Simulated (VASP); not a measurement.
Here is a VASP 6.6.1 calculation.

File INCAR:

```
PREC = Accurate
ENCUT = 520
EDIFF = 1E-7
ISMEAR = 0
SIGMA = 0.05
LREAL = F
LASPH = T
NELM = 80
ALGO = Normal
ISIF = 2
LWAVE = F
LCHARG = T
GGA = PE
LELF = T
LVHAR = T
NBANDS = 16
```

File KPOINTS:

```
Automatic mesh
0
Gamma
  12 12 6
```

POSCAR

```
BN
1.0
    2.5539396017      0.0000000000      0.0000000000
   -1.2769698009      2.2117765748      0.0000000000
    0.0000000000      0.0000000000      4.2268550000
B N
2 2
Direct
    0.7175307554      0.4350615108      1.0529550666
    0.3333333333      0.6666666667      0.4997240000
    0.6666666667      0.3333333333      0.6252760000
    0.3333333333      0.6666666667      0.1252760000
```

Potentials or basis: VASP PAW PBE potentials, release 64 (B, N).

Command:

```console
$ cat potpaw_PBE.64/B/POTCAR potpaw_PBE.64/N/POTCAR > POTCAR
$ mpirun -np 1 vasp_std > vasp.out
```

Question: Predict the band gap on the k mesh.

Answer: 4.05 eV, indirect (least direct gap 5.78 eV).

Question: Estimate the pressure.

Answer: 15.4 GPa.

Question: Predict the largest force.

Answer: 7.748 eV/Å.

Forces in eV/Å, atoms in the order of the input:
```
B    0.000 -5.131 -5.805
B    0.000  0.078  2.535
N    0.000  0.737  0.059
N    0.000  4.317  3.212
```

Caveat: the cell differs from its parent crystal (atom 1 (B) moved by (+0.225, +0.225) A along y and z); forces of over 1 eV/Å act on the atoms, so gaps and moduli don't describe the material at rest. A k mesh can miss the band edges.
